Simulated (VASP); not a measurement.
AlSn4, 5 atoms in the cell. The structure is cubic, space group P-43m (No. 215). Conventional cell: a = 5.394 Å, b = 5.394 Å, c = 5.394 Å, α = 90.00°, β = 90.00°, γ = 90.00°. Al (site symmetry -43m) has 4 Sn at 2.28 Å within 3.0 Å. Within 3.0 Å of Sn (site symmetry 3m) lie 1 Al at 2.28 Å. 

```yaml
Program: VASP 6.6.1
Task: relaxation of cell and atoms
Functional: PBE
Potentials_or_basis: VASP PAW PBE potentials, release 64 (Al, Sn_d)
Cutoff: 600 eV
k_mesh: 4 × 4 × 4
Occupations: gaussian, width 0.1 eV
Spin: no spin polarisation
Dipole_correction: no
Further_INCAR_settings: ALGO = Normal; EDIFF = 1e-07; IBRION = 2; EDIFFG = -0.04; NSW = 90; ISIF = 3
```

Potentials or basis: VASP PAW PBE potentials, release 64 (Al, Sn_d).

The run is started by

```console
$ cat potpaw_PBE.64/Al/POTCAR potpaw_PBE.64/Sn_d/POTCAR > POTCAR
$ mpirun -np 1 vasp_std > vasp.out
```

Hardware: 1 thread of Intel(R) Xeon(R) Platinum 8259CL CPU @ 2.50GHz (Skylake/Cascade Lake) (shared host).

Question: Estimate the wall time of this run.

Answer: Wall time 12 min on 1 thread of Intel(R) Xeon(R) Platinum 8259CL CPU @ 2.50GHz (Skylake/Cascade Lake), with other jobs on the host, peak memory 0.36 GiB. Counts: scf iterations 137, k points 10, ion steps 12.
